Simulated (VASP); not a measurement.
# Si2Mo (I4/mmm) in VASP: single point with PBE

Aim: the single point of Si2Mo with PBE.

Everything below comes from runs of VASP 6.6.1. Logs are shortened: lines on timing, memory, paths and dates and some standing lists are left out, and cuts for length are marked.

### Step 1. The cell of the first run

It takes space group I4/mmm (No. 139, tetragonal). Conventional cell: a = 3.169 Å, b = 3.169 Å, c = 7.944 Å, α = 90.00°, β = 90.00°, γ = 90.00°. Within 3.4 Å of Si (site symmetry 4mm) lie 5 Mo at 2.60 to 2.66 Å and 9 Si at 2.62 to 3.17 Å. Within 3.4 Å of Mo (site symmetry 4/mmm) lie 10 Si at 2.60 to 2.66 Å and 4 Mo at 3.17 Å.

### Step 2. Single point, PBE (biaxial strain in the a-b plane: -1.5 %)

File INCAR:

```
SYSTEM = Si2Mo
PREC = Accurate
ENCUT = 520
EDIFF = 1E-6
ISMEAR = 0
SIGMA = 0.1
LREAL = .False.
LASPH = .True.
NELM = 80
ALGO = Normal
ISIF = 2
LWAVE = .False.
LCHARG = .False.
GGA = PE
NBANDS = 31
```

File KPOINTS:

```
Automatic mesh
0
Gamma
  12 12 6
  0 0 0
```

File POSCAR:

```
Si2Mo
1.0
    3.1685946525      0.0000000000      0.0000000000
    0.0000000000      3.1685946525      0.0000000000
    0.0000000000      0.0000000000      7.9438771913
Si Mo
4 2
Direct
    0.0000000000      0.0000000000      0.3350991396
    0.5000000000      0.5000000000      0.1649008604
    0.5000000000      0.5000000000      0.8350991396
    0.0000000000      0.0000000000      0.6649008604
    0.0000000000      0.0000000000      0.0000000000
    0.5000000000      0.5000000000      0.5000000000
```

Potentials or basis: VASP PAW PBE potentials, release 64 (Si, Mo_sv).

Launch:

```sh
> cat potpaw_PBE.64/Si/POTCAR potpaw_PBE.64/Mo_sv/POTCAR > POTCAR
> mpirun -np 1 vasp_std > vasp.out
```

OUTCAR:

```text
SYSTEM = Si2Mo
   PREC = Accurate
   ENCUT = 520
   EDIFF = 1E-6
   ISMEAR = 0
   LREAL = .False.
   LASPH = .True.
   NELM = 80
   ISIF = 2
   GGA = PE

 ion  position               nearest neighbor table
   1  0.000  0.000  0.335-   6 2.60   6 2.60   6 2.60   6 2.60   2 2.62   2 2.62   2 2.62   2 2.62
                             4 2.62   5 2.66
   2  0.500  0.500  0.165-   5 2.60   5 2.60   5 2.60   5 2.60   1 2.62   1 2.62   1 2.62   1 2.62
                             3 2.62   6 2.66
   3  0.500  0.500  0.835-   5 2.60   5 2.60   5 2.60   5 2.60   4 2.62   4 2.62   4 2.62   4 2.62
                             2 2.62   6 2.66
   4  0.000  0.000  0.665-   6 2.60   6 2.60   6 2.60   6 2.60   3 2.62   3 2.62   3 2.62   3 2.62
                             1 2.62   5 2.66
   5  0.000  0.000  0.000-   2 2.60   3 2.60   2 2.60   3 2.60   2 2.60   3 2.60   2 2.60   3 2.60
                             1 2.66   4 2.66
   6  0.500  0.500  0.500-   1 2.60   4 2.60   1 2.60   4 2.60   1 2.60   4 2.60   1 2.60   4 2.60
                             3 2.66   2 2.66

  LATTYP: Found a simple tetragonal cell.
 ALAT       =     3.1685946525
 C/A-ratio  =     2.5070664009

  Lattice vectors:

 A1 = (   3.1685946525,   0.0000000000,   0.0000000000)
 A2 = (   0.0000000000,   3.1685946525,   0.0000000000)
 A3 = (   0.0000000000,   0.0000000000,   7.9438771913)

Analysis of symmetry for initial positions (statically):
=====================================================================
 Subroutine PRICEL returns following result:

  LATTYP: Found a body centered tetragonal cell.
 ALAT       =     3.1685946525
 C/A-ratio  =     2.5070664009

  Lattice vectors:

 A1 = (  -1.5842973262,   1.5842973262,   3.9719385957)
 A2 = (   1.5842973262,  -1.5842973262,   3.9719385957)
 A3 = (   1.5842973262,   1.5842973262,  -3.9719385957)

   2 primitive cells build up your supercell.

 Routine SETGRP: Setting up the symmetry group for a
 simple tetragonal supercell.

 Subroutine GETGRP returns: Found 16 space group operations
 (whereof 16 operations were pure point group operations)
 out of a pool of 16 trial point group operations.

The static configuration has the point symmetry D_4h.

Analysis of symmetry for dynamics (positions and initial velocities):
=====================================================================
 Subroutine PRICEL returns following result:

  LATTYP: Found a body centered tetragonal cell.
 ALAT       =     3.1685946525
 C/A-ratio  =     2.5070664009

  Lattice vectors:

 A1 = (  -1.5842973262,   1.5842973262,   3.9719385957)
 A2 = (   1.5842973262,  -1.5842973262,   3.9719385957)
 A3 = (   1.5842973262,   1.5842973262,  -3.9719385957)

   2 primitive cells build up your supercell.

 Routine SETGRP: Setting up the symmetry group for a
 simple tetragonal supercell.

 Subroutine GETGRP returns: Found 16 space group operations
 (whereof 16 operations were pure point group operations)
 out of a pool of 16 trial point group operations.

The dynamic configuration has the point symmetry D_4h.

 Subroutine INISYM returns: Found 16 space group operations
 (whereof 16 operations are pure point group operations),
 and found     2 'primitive' translations

----------------------------------------------------------------------------------------

                                     Primitive cell

  volume of cell :      39.8782

  direct lattice vectors                    reciprocal lattice vectors
    -1.584297326  1.584297326  3.971938596     0.000000000  0.315597326  0.125883114
     1.584297326 -1.584297326  3.971938596     0.315597326  0.000000000  0.125883114
     1.584297326  1.584297326 -3.971938596     0.315597326  0.315597326  0.000000000

  length of vectors
     4.560295193  4.560295193  4.560295193     0.339776737  0.339776737  0.446322019

  position of ions in fractional coordinates (direct lattice)
     0.335099140  0.335099140  0.000000000
     0.664900860  0.664900860  0.000000000
     0.000000000  0.000000000  0.000000000

  ion indices of the primitive-cell ions
   primitive index   ion index
                 1           1
                 2           4
                 3           5

----------------------------------------------------------------------------------------

 KPOINTS: Automatic mesh

Automatic generation of k-mesh.
 Grid dimensions read from file:
 generate k-points for:   12   12    6

 Generating k-lattice:

  Cartesian coordinates                     Fractional coordinates (reciprocal lattice)
     0.026299777  0.000000000  0.000000000     0.083333333  0.000000000  0.000000000
     0.000000000  0.026299777  0.000000000     0.000000000  0.083333333  0.000000000
     0.000000000  0.000000000  0.020980519     0.000000000  0.000000000  0.166666667

  Length of vectors
     0.026299777  0.026299777  0.020980519

  Shift w.r.t. Gamma in fractional coordinates (k-lattice)
     0.000000000  0.000000000  0.000000000

 Subroutine IBZKPT returns following result:
 ===========================================

 Found    112 irreducible k-points:

 Following reciprocal coordinates:
            Coordinates               Weight
  0.000000  0.000000  0.000000      1.000000
  0.083333  0.000000  0.000000      4.000000
  0.166667  0.000000  0.000000      4.000000
  0.250000  0.000000  0.000000      4.000000
  0.333333  0.000000  0.000000      4.000000
  0.416667  0.000000  0.000000      4.000000
[... 16 lines left out ...]
  0.333333  0.333333  0.000000      4.000000
  0.416667  0.333333  0.000000      8.000000
 [... further k-points ...]
   k-points           NKPTS =    112   k-points in BZ     NKDIM =    112   number of bands    NBANDS=     31
   number of dos      NEDOS =    301   number of ions     NIONS =      6
   total plane-waves  NPLWV =  34560
   dimension x,y,z NGX =    24 NGY =   24 NGZ =   60
   dimension x,y,z NGXF=    48 NGYF=   48 NGZF=  120
   ions per type =               4   2
   NGX,Y,Z   is equivalent  to a cutoff of  12.59, 12.59, 12.56 a.u.
   NGXF,Y,Z  is equivalent  to a cutoff of  25.18, 25.18, 25.11 a.u.
 SYSTEM =  Si2Mo
   PREC   = accura    normal or accurate (medium, high low for compatibility)
   ISTART =      0    job   : 0-new  1-cont  2-samecut
   ICHARG =      2    charge: 1-file 2-atom 10-const
   ISPIN  =      1    spin polarized calculation?
   LNONCOLLINEAR =      F non collinear calculations
   LSORBIT =      F    spin-orbit coupling
   LASPH  =      T    aspherical Exc in radial PAW
   ENCUT  =  520.0 eV  38.22 Ry    6.18 a.u.   5.89  5.89 14.77*2*pi/ulx,y,z
   NELM   =     80;   NELMIN=  2; NELMDL= -5     # of ELM steps
   EDIFF  = 0.1E-05   stopping-criterion for ELM
   LREAL  =      F    real-space projection
   EDIFFG = 0.1E-04   stopping-criterion for IOM
   NSW    =      0    number of steps for IOM
   IBRION =     -1    ionic relax: 0-MD 1-quasi-New 2-CG
   NFREE  =      0    steps in history (QN), initial steepest desc. (CG)
   ISIF   =      2    stress and relaxation
   ISYM   =      2    0-nonsym 1-usesym 2-fastsym
   POTIM  = 0.5000    time-step for ionic-motion
   TEBEG  =    0.0;   TEEND  =   0.0 temperature during run
   PSTRESS=    0.0 pullay stress
   NELECT =      44.0000    total number of electrons
   NUPDOWN=      -1.0000    fix difference up-down
   EMIN   =  10.00;   EMAX   =-10.00  energy-range for DOS
   EFERMI =   0.00;   METHOD = LEGACY
   ISMEAR =     0;   SIGMA  =   0.10  broadening in eV -4-tet -1-fermi 0-gaus
   EFERMI_NEDOS =   21; number of points for ismear=-14 and -15
   IALGO  =     38    algorithm
   IMIX   =      4    mixing-type and parameters
     AMIX     =   0.40;   BMIX     =  1.00
     AMIX_MAG =   1.60;   BMIX_MAG =  1.00
  volume/ion in A,a.u.               =      13.29        89.70
  Fermi-wavevector in a.u.,A,eV,Ry     =   1.342674  2.537285 24.528205  1.802772
  Thomas-Fermi vector in A             =   2.470809
   LORBIT       =      0    0 simple, 1 ext, 2 COOP (PROOUT), +10 PAW based schemes
   GGA     = PE    functional components
   LHFCALC =     F    Hartree Fock is set to
   AEXX    =    0.0000 exact exchange contribution
   IVDW    =     0    specifies the selected vdW correction
   LEPSILON=     F    determine dielectric tensor
   LRPA    =     F    only Hartree local field effects (RPA)
 non-spin polarized calculation
 Gauss-broadening in eV      SIGMA  =   0.10
  energy-cutoff  :      520.00
  volume of cell :       79.76
 maximum number of plane-waves:      2182
 NGX is ok and might be reduce to    24
   NGX = 11   NGY = 11   NGZ = 29

 number of electron      44.0000009 magnetization

 Free energy of the ion-electron system (eV)
  ---------------------------------------------------
  ext. energy  EPLUGINS =         0.00000000
  ---------------------------------------------------
  free energy    TOTEN  =       -46.46323262 eV

  energy without entropy =      -46.45950722  energy(sigma->0) =      -46.46136992

 E-fermi :  12.5081     XC(G=0): -12.4725

 val. band max:       12.4663386831   @ k =   0.0833   0.0000   0.3333
 cond. band min:      12.5158347039   @ k =   0.0833   0.0000   0.0000
 fundamental gap:      0.0494960207
 Fermi energy:        12.5080551055

 k-point     1 :       0.0000    0.0000    0.0000
  band No.  band energies     occupation
      1     -48.2973      2.00000
      2     -48.2968      2.00000
      3     -22.4953      2.00000
      4     -22.4724      2.00000
      5     -22.3575      2.00000
      6     -22.3575      2.00000
[... 23 lines left out ...]
     30      16.7615      0.00000
     31      17.5274      0.00000

 k-point     2 :       0.0833    0.0000    0.0000
  band No.  band energies     occupation
      1     -48.2959      2.00000
      2     -48.2954      2.00000
      3     -22.4926      2.00000
      4     -22.4704      2.00000
      5     -22.3768      2.00000
      6     -22.3755      2.00000
[... 740 lines left out ...]
 k-point    24 :       0.4167    0.3333    0.0000
  band No.  band energies     occupation
      1     -48.2625      2.00000
      2     -48.2624      2.00000
      3     -22.5887      2.00000
      4     -22.5886      2.00000
      5     -22.5324      2.00000
      6     -22.5321      2.00000
[... 23 lines left out ...]
     30      16.3533      0.00000
     31      17.8118      0.00000

 [... further k-points ...]

------------------------ aborting loop because EDIFF is reached ----------------------------------------

  FORCE on cell =-STRESS in cart. coord.  units (eV):
  Direction    XX          YY          ZZ          XY          YZ          ZX
  --------------------------------------------------------------------------------------
  -------------------------------------------------------------------------------------
  Total        3.7020907      3.7020907     -0.6956890      0.0000000     -0.0000000      0.0000000
  in kB       74.3689661     74.3689661    -13.9752582      0.0000000     -0.0000000      0.0000000
  external PRESSURE =      44.9208913 kB  Pullay stress =       0.0000000 kB

 VOLUME and BASIS-vectors are now :
 -----------------------------------------------------------------------------
  energy-cutoff  :      520.00
  volume of cell :       79.76
      direct lattice vectors                 reciprocal lattice vectors
     3.168594652  0.000000000  0.000000000     0.315597326  0.000000000  0.000000000
     0.000000000  3.168594652  0.000000000     0.000000000  0.315597326  0.000000000
     0.000000000  0.000000000  7.943877191     0.000000000  0.000000000  0.125883114

 POSITION                                       TOTAL-FORCE (eV/Angst)
 -----------------------------------------------------------------------------------
      0.00000      0.00000      2.66199        -0.000000      0.000000     -0.020105
      1.58430      1.58430      1.30995         0.000000      0.000000      0.020105
      1.58430      1.58430      6.63393        -0.000000     -0.000000     -0.020105
      0.00000      0.00000      5.28189         0.000000      0.000000      0.020105
      0.00000      0.00000      0.00000         0.000000      0.000000     -0.000000
      1.58430      1.58430      3.97194        -0.000000     -0.000000     -0.000000
 -----------------------------------------------------------------------------------
    total drift:                                0.000000      0.000000     -0.000000

  FREE ENERGIE OF THE ION-ELECTRON SYSTEM (eV)
  ---------------------------------------------------
  free  energy   TOTEN  =       -46.4632326164 eV

  energy  without entropy=      -46.4595072176  energy(sigma->0) =      -46.46136992
```

Wall time 3 min (1 thread of Intel Xeon Platinum 8175M at 2.50GHz (Skylake/Cascade Lake), shared host); peak memory 0.33 GiB.

Results:

| Item | Value |
| --- | --- |
| Free energy | -46.4632 eV |
| Pressure | 4.5 GPa |
| Largest force | 0.020 eV/Å |
| Band gap on the k mesh | zero (bands 22 and 23 overlap by 0.86 eV) |

Forces in eV/Å, atoms in the order of the input:
```
Si   0.000  0.000 -0.020
Si   0.000  0.000  0.020
Si   0.000  0.000 -0.020
Si   0.000  0.000  0.020
Mo   0.000  0.000  0.000
Mo   0.000  0.000  0.000
```

Caveat: the cell differs from its parent crystal (biaxial strain in the a-b plane: -1.5 %); the stress differs along the axes, from -1 to 7 GPa.

The gap in the log of VASP goes by the Fermi energy; the results here count the filled bands.